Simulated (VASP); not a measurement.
Write the native input for VASP 6.6.1 that does the following.

```
Task                   : single point
Functional             : r2SCAN
Dispersion             : rVV10
Potentials or basis    : VASP PAW PBE potentials, release 64 (Sr_sv, Cl)
Cutoff                 : 520 eV
k mesh                 : 6 × 6 × 6
Occupations            : fermi-dirac, width 0.02 eV
Spin                   : no spin polarisation
Dipole correction      : no
Further INCAR settings : ALGO = Normal; EDIFF = 1e-07; NBANDS = 19
```

Crystal: SrCl2.

```xyz
3
Lattice="2.0857 1.2042 6.1350 -2.0857 1.2042 6.1350 0.0000 -2.4084 6.1350" Properties=species:S:1:pos:R:3 pbc="T T T"
Sr    0.0000    0.0000    0.0037
Cl    0.0000    0.0000    7.7812
Cl    0.0000    0.0000    4.4852
```

The input as run:

POSCAR

```
SrCl2
1.0
    2.0857437515      1.2042047164      6.1350485037
   -2.0857437515      1.2042047164      6.1350485037
    0.0000000000     -2.4084094327      6.1350485037
Sr Cl
1 2
Direct
    0.0002014278      0.0002014278      0.0002014278
    0.4227725643      0.4227725643      0.4227725643
    0.2436926746      0.2436926746      0.2436926746
```

INCAR.step1

```
SYSTEM = SrCl2
  PREC = Accurate
  ENCUT = 520
  ISMEAR = -1
  SIGMA = 0.02
  LREAL = .FALSE.
  LASPH = .TRUE.
  NELM = 60
  NBANDS = 19
  GGA = PE
  ALGO = Normal
  EDIFF = 1E-4
  LWAVE = .TRUE.
  LCHARG = .FALSE.
```

INCAR.step2

```
SYSTEM = SrCl2
  PREC = Accurate
  ENCUT = 520
  EDIFF = 1E-7
  ISMEAR = -1
  SIGMA = 0.02
  LREAL = .FALSE.
  LASPH = .TRUE.
  NELM = 60
  ALGO = Normal
  ISIF = 2
  LWAVE = .FALSE.
  LCHARG = .FALSE.
  METAGGA = R2SCAN
  LMIXTAU = .TRUE.
  LUSE_VDW = .TRUE.
  IVDW_NL = 2
  BPARAM = 11.95
  CPARAM = 0.0093
  NBANDS = 19
  ISTART = 1
```

KPOINTS

```
regular mesh
0
G
  6 6 6
  0 0 0
```

Potentials or basis: VASP PAW PBE potentials, release 64 (Sr_sv, Cl).

The run is started by

```sh
$ cat potpaw_PBE.64/Sr_sv/POTCAR potpaw_PBE.64/Cl/POTCAR > POTCAR
$ cp INCAR.step1 INCAR
$ mpirun -np 1 vasp_std > vasp.out
$ cp INCAR.step2 INCAR
$ mpirun -np 1 vasp_std > vasp.out
```

It gave:

* Pressure: 0.1 GPa
* Largest force: 0.026 eV/Å
* Band gap on the k mesh: 4.77 eV

Caveat: the PAW data sets were made with another functional, which shifts forces and pressure a little.

Wall time 13 min on 1 thread of Intel(R) Xeon(R) Platinum 8375C CPU @ 2.90GHz (Ice Lake) (shared host), peak memory 0.86 GiB.
